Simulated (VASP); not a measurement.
A run of VASP 6.6.1:

Contents of INCAR:

```
PREC     = Accurate       # precision mode
ENCUT    = 520            # plane-wave cutoff, eV
EDIFF    = 1E-6           # SCF threshold, eV
ISMEAR   = -1             # smearing method
SIGMA    = 0.08           # smearing width, eV
LREAL    = F              # projectors in reciprocal space
LASPH    = T              # aspherical terms in the spheres
NELM     = 80             # most SCF steps
ALGO     = Normal         # electronic algorithm
ISIF     = 2              # what is computed and relaxed
LWAVE    = F              # write WAVECAR
LCHARG   = T              # write CHGCAR
GGA      = PS             # functional
LELF     = T              # ELF
LVHAR    = T            
NBANDS   = 19             # bands
```

The input KPOINTS:

```
regular mesh
0
Gamma
  13 13 7
```

Contents of POSCAR:

```
Zr
1.0
    3.1883172162      0.0000000000      0.0000000000
   -1.5941586081      2.7611637045      0.0000000000
    0.0000000000      0.0000000000      5.0774374186
Zr
2
Direct
    0.3333333333      0.6666666667      0.2500000000
    0.6666666667      0.3333333333      0.7500000000
```

Potentials or basis: VASP PAW PBE potentials, release 64 (Zr_sv).

Launch:

```sh
$ cat potpaw_PBE.64/Zr_sv/POTCAR > POTCAR
$ mpirun -np 1 vasp_std > vasp.out
```

Hardware: 1 thread of Intel Xeon 8259CL, on a shared host.

Q: Estimate the wall time of this run.

A: Run time: 81 s on 1 thread of Intel Xeon 8259CL (shared host), peak memory 0.2 GiB. Counts: scf iterations 12, k points 84.
